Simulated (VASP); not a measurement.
Set up this calculation in VASP 6.6.1, as the native input.

```yaml
Task: single point
Functional: PBE
Potentials_or_basis: VASP PAW PBE potentials, release 64 (Ga_d, Sb)
Cutoff: 520 eV
k_mesh: 12 × 12 × 12
Occupations: gaussian, width 0.1 eV
Spin: no spin polarisation
Dipole_correction: no
Further_INCAR_settings: ALGO = Normal; EDIFF = 1e-06; NBANDS = 16
```

The structure of GaSb lies in POSCAR:

```
GaSb
1.0
    0.0000000000      2.8255766135      2.8255766135
    2.8255766135      0.0000000000      2.8255766135
    2.8255766135      2.8255766135      0.0000000000
Ga Sb
1 1
Direct
    0.0000000000      0.0000000000      0.0000000000
    0.7500000000      0.7500000000      0.7500000000
```

One way to write it, as run:

INCAR

```
SYSTEM = GaSb
  PREC = Accurate
  ENCUT = 520
  EDIFF = 1E-6
  ISMEAR = 0
  SIGMA = 0.1
  LREAL = .FALSE.
  LASPH = .TRUE.
  NELM = 60
  ALGO = Normal
  ISIF = 2
  LWAVE = .FALSE.
  LCHARG = .FALSE.
  GGA = PE
  NBANDS = 16
```

KPOINTS

```
regular mesh
0
G
  12 12 12
  0 0 0
```

Potentials or basis: VASP PAW PBE potentials, release 64 (Ga_d, Sb).

Launch:

```bash
$ cat potpaw_PBE.64/Ga_d/POTCAR potpaw_PBE.64/Sb/POTCAR > POTCAR
$ mpirun -np 1 vasp_std > vasp.out
```

Results of the run:

The pressure is 25.1 GPa. The band gap on the k mesh is 0.41 eV, indirect (least direct gap 1.88 eV).

Caveat: spin-orbit coupling is left out, which moves the levels of the heavy elements.

Wall time 31 s on 1 thread of Intel Xeon 6975P-C, on a shared host, peak memory 0.21 GiB.
